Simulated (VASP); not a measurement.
# SnGe5 (F-43m) in VASP: further runs

The runs below take SnGe5 through single point, relaxation of cell and atoms, with PBE.

Everything below comes from runs of VASP 6.6.1. Logs are shortened: lines on timing, memory, paths and dates and some standing lists are left out, and cuts for length are marked.

**1. The cell of the first run**

Symmetry: F-43m, No. 216, cubic system. Conventional cell: a = 8.047 Å, b = 8.047 Å, c = 8.047 Å, α = 90.00°, β = 90.00°, γ = 90.00°. Within 4.4 Å of Sn (site symmetry -43m) lie 16 Ge at 3.33 to 3.48 Å. Within 3.7 Å of Ge (site symmetry 3m) lie 9 Ge at 2.83 to 3.34 Å and 3 Sn at 3.33 Å. Ge (site symmetry -43m) has 12 Ge at 3.34 Å and 4 Sn at 3.48 Å within 4.4 Å.

The cell was built from a structure type or drawn by symmetry, and may not be a known phase.

**2. Single point, PBE**

File INCAR:

```
SYSTEM = SnGe5
  ALGO = Normal
  EDIFF = 1E-7
  ENCUT = 520
  GGA = PE
  ISIF = 2
  ISMEAR = 0
  LASPH = .True.
  LCHARG = .True.
  LELF = .True.
  LREAL = .False.
  LVHAR = .True.
  LWAVE = .False.
  NBANDS = 51
  NELM = 60
  PREC = Accurate
  SIGMA = 0.1
```

File KPOINTS:

```
k-points
0
Gamma
  4 4 4
  0 0 0
```

File POSCAR:

```
SnGe5
1.0
    0.0000000000      4.0234763000      4.0234763000
    4.0234763000      0.0000000000      4.0234763000
    4.0234763000      4.0234763000      0.0000000000
Sn Ge
1 5
Direct
    0.2500000000      0.2500000000      0.2500000000
    0.3727328200      0.8757557300      0.8757557300
    0.8757557300      0.3727328200      0.8757557300
    0.8757557300      0.8757557300      0.3727328200
    0.8757557300      0.8757557300      0.8757557300
    0.5000000000      0.5000000000      0.5000000000
```

Potentials or basis: VASP PAW PBE potentials, release 64 (Sn_d, Ge_d).

Started as:

```sh
> cat potpaw_PBE.64/Sn_d/POTCAR potpaw_PBE.64/Ge_d/POTCAR > POTCAR
> mpirun -np 1 vasp_std > vasp.out
```

OUTCAR:

```text
SYSTEM = SnGe5
   EDIFF = 1E-7
   ENCUT = 520
   GGA = PE
   ISIF = 2
   ISMEAR = 0
   LASPH = .True.
   LREAL = .False.
   NELM = 60
   PREC = Accurate

 ion  position               nearest neighbor table
   1  0.250  0.250  0.250-   2 3.33   3 3.33   4 3.33   5 3.33   5 3.33   5 3.33   2 3.33   3 3.33
                             3 3.33   2 3.33   4 3.33   4 3.33
   2  0.373  0.876  0.876-   3 2.83   4 2.83   5 2.83   5 2.86   4 2.86   3 2.86   1 3.33   1 3.33
                             1 3.33
   3  0.876  0.373  0.876-   2 2.83   4 2.83   5 2.83   4 2.86   5 2.86   2 2.86   1 3.33   1 3.33
                             1 3.33
   4  0.876  0.876  0.373-   2 2.83   3 2.83   5 2.83   5 2.86   3 2.86   2 2.86   1 3.33   1 3.33
                             1 3.33
   5  0.876  0.876  0.876-   2 2.83   3 2.83   4 2.83   4 2.86   3 2.86   2 2.86   1 3.33   1 3.33
                             1 3.33
   6  0.500  0.500  0.500-

  LATTYP: Found a face centered cubic cell.
 ALAT       =     8.0469526000

  Lattice vectors:

 A1 = (   0.0000000000,   4.0234763000,   4.0234763000)
 A2 = (   4.0234763000,   0.0000000000,   4.0234763000)
 A3 = (   4.0234763000,   4.0234763000,   0.0000000000)

Analysis of symmetry for initial positions (statically):
=====================================================================
 Subroutine PRICEL returns:
 Original cell was already a primitive cell.

 Routine SETGRP: Setting up the symmetry group for a
 face centered cubic supercell.

 Subroutine GETGRP returns: Found 24 space group operations
 (whereof 24 operations were pure point group operations)
 out of a pool of 48 trial point group operations.

The static configuration has the point symmetry T_d .

Analysis of symmetry for dynamics (positions and initial velocities):
=====================================================================
 Subroutine PRICEL returns:
 Original cell was already a primitive cell.

 Routine SETGRP: Setting up the symmetry group for a
 face centered cubic supercell.

 Subroutine GETGRP returns: Found 24 space group operations
 (whereof 24 operations were pure point group operations)
 out of a pool of 48 trial point group operations.

The dynamic configuration has the point symmetry T_d .

 Subroutine INISYM returns: Found 24 space group operations
 (whereof 24 operations are pure point group operations),
 and found     1 'primitive' translations

----------------------------------------------------------------------------------------

                                     Primitive cell

  volume of cell :     130.2670

  direct lattice vectors                    reciprocal lattice vectors
     0.000000000  4.023476300  4.023476300    -0.124270646  0.124270646  0.124270646
     4.023476300  0.000000000  4.023476300     0.124270646 -0.124270646  0.124270646
     4.023476300  4.023476300  0.000000000     0.124270646  0.124270646 -0.124270646

  length of vectors
     5.690054751  5.690054751  5.690054751     0.215243073  0.215243073  0.215243073

  position of ions in fractional coordinates (direct lattice)
     0.250000000  0.250000000  0.250000000
     0.372732820  0.875755730  0.875755730
     0.875755730  0.372732820  0.875755730
     0.875755730  0.875755730  0.372732820
     0.875755730  0.875755730  0.875755730
     0.500000000  0.500000000  0.500000000

  ion indices of the primitive-cell ions
   primitive index   ion index
                 1           1
                 2           2
                 3           3
                 4           4
                 5           5
                 6           6

----------------------------------------------------------------------------------------

 KPOINTS: k-points

Automatic generation of k-mesh.
 Grid dimensions read from file:
 generate k-points for:    4    4    4

 Generating k-lattice:

  Cartesian coordinates                     Fractional coordinates (reciprocal lattice)
    -0.031067662  0.031067662  0.031067662     0.250000000  0.000000000  0.000000000
     0.031067662 -0.031067662  0.031067662     0.000000000  0.250000000  0.000000000
     0.031067662  0.031067662 -0.031067662     0.000000000  0.000000000  0.250000000

  Length of vectors
     0.053810768  0.053810768  0.053810768

  Shift w.r.t. Gamma in fractional coordinates (k-lattice)
     0.000000000  0.000000000  0.000000000

 Subroutine IBZKPT returns following result:
 ===========================================

 Found      8 irreducible k-points:

 Following reciprocal coordinates:
            Coordinates               Weight
  0.000000  0.000000  0.000000      1.000000
  0.250000  0.000000  0.000000      8.000000
  0.500000  0.000000  0.000000      4.000000
  0.250000  0.250000  0.000000      6.000000
  0.500000  0.250000  0.000000     24.000000
 -0.250000  0.250000  0.000000     12.000000
  0.500000  0.500000  0.000000      3.000000
 -0.250000  0.500000  0.250000      6.000000
   k-points           NKPTS =      8   k-points in BZ     NKDIM =      8   number of bands    NBANDS=     51
   number of dos      NEDOS =    301   number of ions     NIONS =      6
   total plane-waves  NPLWV =  74088
   dimension x,y,z NGX =    42 NGY =   42 NGZ =   42
   dimension x,y,z NGXF=    84 NGYF=   84 NGZF=   84
   ions per type =               1   5
   NGX,Y,Z   is equivalent  to a cutoff of  12.27, 12.27, 12.27 a.u.
   NGXF,Y,Z  is equivalent  to a cutoff of  24.54, 24.54, 24.54 a.u.
 SYSTEM =  SnGe5
   PREC   = accura    normal or accurate (medium, high low for compatibility)
   ISTART =      0    job   : 0-new  1-cont  2-samecut
   ICHARG =      2    charge: 1-file 2-atom 10-const
   ISPIN  =      1    spin polarized calculation?
   LNONCOLLINEAR =      F non collinear calculations
   LSORBIT =      F    spin-orbit coupling
   LASPH  =      T    aspherical Exc in radial PAW
   ENCUT  =  520.0 eV  38.22 Ry    6.18 a.u.  10.58 10.58 10.58*2*pi/ulx,y,z
   NELM   =     60;   NELMIN=  2; NELMDL= -5     # of ELM steps
   EDIFF  = 0.1E-06   stopping-criterion for ELM
   LREAL  =      F    real-space projection
   EDIFFG = 0.1E-05   stopping-criterion for IOM
   NSW    =      0    number of steps for IOM
   IBRION =     -1    ionic relax: 0-MD 1-quasi-New 2-CG
   NFREE  =      0    steps in history (QN), initial steepest desc. (CG)
   ISIF   =      2    stress and relaxation
   ISYM   =      2    0-nonsym 1-usesym 2-fastsym
   POTIM  = 0.5000    time-step for ionic-motion
   TEBEG  =    0.0;   TEEND  =   0.0 temperature during run
   PSTRESS=    0.0 pullay stress
   NELECT =      84.0000    total number of electrons
   NUPDOWN=      -1.0000    fix difference up-down
   EMIN   =  10.00;   EMAX   =-10.00  energy-range for DOS
   EFERMI =   0.00;   METHOD = LEGACY
   ISMEAR =     0;   SIGMA  =   0.10  broadening in eV -4-tet -1-fermi 0-gaus
   EFERMI_NEDOS =   21; number of points for ismear=-14 and -15
   IALGO  =     38    algorithm
   IMIX   =      4    mixing-type and parameters
     AMIX     =   0.40;   BMIX     =  1.00
     AMIX_MAG =   1.60;   BMIX_MAG =  1.00
  volume/ion in A,a.u.               =      21.71       146.51
  Fermi-wavevector in a.u.,A,eV,Ry     =   1.414349  2.672731 27.216851  2.000382
  Thomas-Fermi vector in A             =   2.535900
   LORBIT       =      0    0 simple, 1 ext, 2 COOP (PROOUT), +10 PAW based schemes
   GGA     = PE    functional components
   LHFCALC =     F    Hartree Fock is set to
   AEXX    =    0.0000 exact exchange contribution
   IVDW    =     0    specifies the selected vdW correction
   LEPSILON=     F    determine dielectric tensor
   LRPA    =     F    only Hartree local field effects (RPA)
 non-spin polarized calculation
 Gauss-broadening in eV      SIGMA  =   0.10
  energy-cutoff  :      520.00
  volume of cell :      130.27
 maximum number of plane-waves:      3521
   NGX = 21   NGY = 21   NGZ = 21

 number of electron      83.9999993 magnetization

 Free energy of the ion-electron system (eV)
  ---------------------------------------------------
  ext. energy  EPLUGINS =         0.00000000
  ---------------------------------------------------
  free energy    TOTEN  =       -24.03482459 eV

  energy without entropy =      -23.99698237  energy(sigma->0) =      -24.01590348

 E-fermi :   6.4249     XC(G=0): -10.7418

 val. band max:        6.3871099406   @ k =   0.5000   0.0000   0.0000
 cond. band min:       6.4260146206   @ k =   0.5000   0.2500   0.0000
 fundamental gap:      0.0389046800
 Fermi energy:         6.4249437071

 k-point     1 :       0.0000    0.0000    0.0000
  band No.  band energies     occupation
      1     -18.4849      2.00000
      2     -18.4717      2.00000
      3     -18.4717      2.00000
      4     -18.4717      2.00000
      5     -18.4712      2.00000
      6     -18.4712      2.00000
[... 43 lines left out ...]
     50      12.0271      0.00000
     51      12.0271      0.00000

 k-point     2 :       0.2500    0.0000    0.0000
  band No.  band energies     occupation
      1     -18.4729      2.00000
      2     -18.4718      2.00000
      3     -18.4718      2.00000
      4     -18.4711      2.00000
      5     -18.4711      2.00000
      6     -18.4701      2.00000
[... 43 lines left out ...]
     50      11.4147      0.00000
     51      12.1568      0.00000

 k-point     3 :       0.5000    0.0000    0.0000
  band No.  band energies     occupation
      1     -18.4722      2.00000
      2     -18.4721      2.00000
      3     -18.4721      2.00000
      4     -18.4708      2.00000
      5     -18.4708      2.00000
      6     -18.4608      2.00000
[... 43 lines left out ...]
     50      11.2606      0.00000
     51      11.2606      0.00000
[... 163 lines left out ...]
 k-point     7 :       0.5000    0.5000    0.0000
  band No.  band energies     occupation
      1     -18.4726      2.00000
      2     -18.4723      2.00000
      3     -18.4723      2.00000
      4     -18.4717      2.00000
      5     -18.4707      2.00000
      6     -18.4429      2.00000
[... 43 lines left out ...]
     50       8.7839      0.00000
     51       9.8459      0.00000

 k-point     8 :      -0.2500    0.5000    0.2500
  band No.  band energies     occupation
      1     -18.4729      2.00000
      2     -18.4724      2.00000
      3     -18.4718      2.00000
      4     -18.4717      2.00000
      5     -18.4708      2.00000
      6     -18.4286      2.00000
[... 43 lines left out ...]
     50      10.3233      0.00000
     51      10.6203      0.00000

------------------------ aborting loop because EDIFF is reached ----------------------------------------

  FORCE on cell =-STRESS in cart. coord.  units (eV):
  Direction    XX          YY          ZZ          XY          YZ          ZX
  --------------------------------------------------------------------------------------
  -------------------------------------------------------------------------------------
  Total       -0.9200985     -0.9200985     -0.9200985     -0.0000000     -0.0000000     -0.0000000
  in kB      -11.3164587    -11.3164587    -11.3164587     -0.0000000     -0.0000000     -0.0000000
  external PRESSURE =     -11.3164587 kB  Pullay stress =       0.0000000 kB

 VOLUME and BASIS-vectors are now :
 -----------------------------------------------------------------------------
  energy-cutoff  :      520.00
  volume of cell :      130.27
      direct lattice vectors                 reciprocal lattice vectors
     0.000000000  4.023476300  4.023476300    -0.124270646  0.124270646  0.124270646
     4.023476300  0.000000000  4.023476300     0.124270646 -0.124270646  0.124270646
     4.023476300  4.023476300  0.000000000     0.124270646  0.124270646 -0.124270646

 POSITION                                       TOTAL-FORCE (eV/Angst)
 -----------------------------------------------------------------------------------
      2.01174      2.01174      2.01174         0.000000      0.000000      0.000000
      7.04716      5.02326      5.02326        -0.054514      0.054514      0.054514
      5.02326      7.04716      5.02326         0.054514     -0.054514      0.054514
      5.02326      5.02326      7.04716         0.054514      0.054514     -0.054514
      7.04716      7.04716      7.04716        -0.054514     -0.054514     -0.054514
      4.02348      4.02348      4.02348         0.000000      0.000000      0.000000
 -----------------------------------------------------------------------------------
    total drift:                               -0.000043     -0.000043     -0.000044

  FREE ENERGIE OF THE ION-ELECTRON SYSTEM (eV)
  ---------------------------------------------------
  free  energy   TOTEN  =       -24.0348245894 eV

  energy  without entropy=      -23.9969823659  energy(sigma->0) =      -24.01590348
```

It took 2.2 min on 1 thread of Intel Xeon 8259CL, shared host; peak memory 0.27 GiB.

Results:

```yaml
Free_energy: -24.0348 eV
Pressure: -1.1 GPa
Largest_force: 0.094 eV/Å
Band_gap_on_the_k_mesh: zero (bands 42 and 43 overlap by 1.60 eV)
```

Forces on the atoms (eV/Å):
```
Sn   0.000  0.000  0.000
Ge  -0.055  0.055  0.055
Ge   0.055 -0.055  0.055
Ge   0.055  0.055 -0.055
Ge  -0.055 -0.055 -0.055
Ge   0.000  0.000  0.000
```

Levels at points of the mesh, in eV from the Fermi level:
| k point | band 38 | band 39 | band 40 | band 41 | band 42 | band 43 | band 44 | band 45 | band 46 | band 47 |
| --- | --- | --- | --- | --- | --- | --- | --- | --- | --- | --- |
| (0.00, 0.00, 0.00) | -4.02 | -4.02 | -4.02 | -1.62 | -1.62 | -1.29 | -1.29 | -1.29 | 4.26 | 4.26 |
| (0.50, 0.00, 0.00) | -4.05 | -2.93 | -0.66 | -0.66 | -0.53 | -0.04 | -0.04 | 2.03 | 2.18 | 3.08 |
| (0.50, 0.50, 0.00) | -1.39 | -1.39 | -1.36 | 0.31 | 0.31 | 0.56 | 0.69 | 1.14 | 1.17 | 2.11 |

Caveat: spin-orbit coupling is left out, which moves the levels of the heavy elements.

**3. Single point, PBE**

This run uses another cell than the first one, of 21.28 Å³/atom.

File INCAR:

```
SYSTEM = SnGe5
PREC = Accurate ; ENCUT = 520
EDIFF = 1E-7 ; ISMEAR = 0
SIGMA = 0.1 ; LREAL = .False.
LASPH = .True. ; NELM = 60
ALGO = Normal ; ISIF = 2
LWAVE = .False. ; LCHARG = .False.
GGA = PE ; NBANDS = 51
```

File KPOINTS:

```
regular mesh
0
Gamma
  8 8 8
  0 0 0
```

File POSCAR:

```
SnGe5
1.0
    0.0000000000      3.9964725845      3.9964725845
    3.9964725845      0.0000000000      3.9964725845
    3.9964725845      3.9964725845      0.0000000000
Sn Ge
1 5
Direct
    0.2500000000      0.2500000000      0.2500000000
    0.3759871073      0.8746709642      0.8746709642
    0.8746709642      0.3759871073      0.8746709642
    0.8746709642      0.8746709642      0.3759871073
    0.8746709642      0.8746709642      0.8746709642
    0.5000000000      0.5000000000      0.5000000000
```

Potentials or basis: VASP PAW PBE potentials, release 64 (Sn_d, Ge_d).

Started as:

```sh
> cat potpaw_PBE.64/Sn_d/POTCAR potpaw_PBE.64/Ge_d/POTCAR > POTCAR
> mpirun -np 1 vasp_std > vasp.out
```

It took 6.3 min on 1 thread of Intel Xeon 8259CL, shared host; peak memory 0.34 GiB.

The run converged. Its results:

| Item | Value |
| --- | --- |
| Free energy | -24.3326 eV |
| Pressure | 0.0 GPa |
| Largest force | 0.005 eV/Å |
| Band gap on the k mesh | zero (bands 42 and 43 overlap by 1.68 eV) |

Forces on the atoms (eV/Å):
```
Sn   0.000  0.000  0.000
Ge  -0.003  0.003  0.003
Ge   0.003 -0.003  0.003
Ge   0.003  0.003 -0.003
Ge  -0.003 -0.003 -0.003
Ge   0.000  0.000  0.000
```

Levels at points of the mesh, in eV from the Fermi level:
```
           k point  band 38  band 39  band 40  band 41  band 42  band 43  band 44  band 45  band 46  band 47
(0.00, 0.00, 0.00)    -4.07    -4.07    -4.07    -1.63    -1.63    -1.34    -1.34    -1.34     4.36     4.36
(0.50, 0.00, 0.00)    -4.12    -2.90    -0.63    -0.63    -0.53    -0.03    -0.03     2.17     2.26     3.17
(0.50, 0.50, 0.00)    -1.34    -1.34    -1.30     0.35     0.35     0.65     0.66     1.19     1.32     2.09
```

Caveat: spin-orbit coupling is left out, which moves the levels of the heavy elements.

(Continued in part 2 of 2.)
